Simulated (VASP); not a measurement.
Wanted: the native input for a VASP 6.6.1 run.

| Property | Result |
| --- | --- |
| Task | single point |
| Functional | PBE |
| Potentials or basis | VASP PAW PBE potentials, release 64 (K_sv, Zn, F) |
| Cutoff | 520 eV |
| k mesh | 4 × 4 × 2 |
| Occupations | gaussian, width 0.1 eV |
| Spin | no spin polarisation |
| Dipole correction | no |
| Further INCAR settings | ALGO = Normal; EDIFF = 1e-06; NBANDS = 53 |

The structure of KZnF3 lies in POSCAR:

```
KZnF3
1.0
    0.0003648947      4.1292401068      0.0003940684
   -0.0009718999      0.0003964429      4.1254128725
    8.2520245369      0.0007375041     -0.0019566035
K Zn F
2 2 6
Direct
   -0.0000278865     -0.0000030456     -0.0000169058
   -0.0000224835      0.0000819161      0.5000049817
    0.5000265841      0.4999143327      0.2500005057
    0.5000005113      0.5000953252      0.7499959228
    0.4999927148      0.4999760549      0.0000016920
    0.4999818373      0.4999457208      0.5000008176
    0.0000195463      0.4998558776      0.2500309557
   -0.0000204449      0.5001370605      0.7500077690
    0.5000705202     -0.0001130320      0.2499859818
    0.4999791009      0.0001097896      0.7499882795
```

The input as run:

INCAR

```
ALGO = Normal
EDIFF = 1E-6
ENCUT = 520
GGA = PE
ISIF = 2
ISMEAR = 0
LASPH = True
LCHARG = False
LREAL = False
LWAVE = False
NBANDS = 53
NELM = 80
PREC = Accurate
SIGMA = 0.1
```

KPOINTS

```
k-points
0
Gamma
  4 4 2
```

Potentials or basis: VASP PAW PBE potentials, release 64 (K_sv, Zn, F).

Run with:

```bash
$ cat potpaw_PBE.64/K_sv/POTCAR potpaw_PBE.64/Zn/POTCAR potpaw_PBE.64/F/POTCAR > POTCAR
$ mpirun -np 1 vasp_std > vasp.out
```

It gave:

```
Pressure               : 0.3 GPa
Band gap on the k mesh : 3.65 eV
```

Run time: 78 s on 1 thread of Intel(R) Xeon(R) 6975P-C (Granite Rapids), with other jobs on the host, peak memory 0.31 GiB.
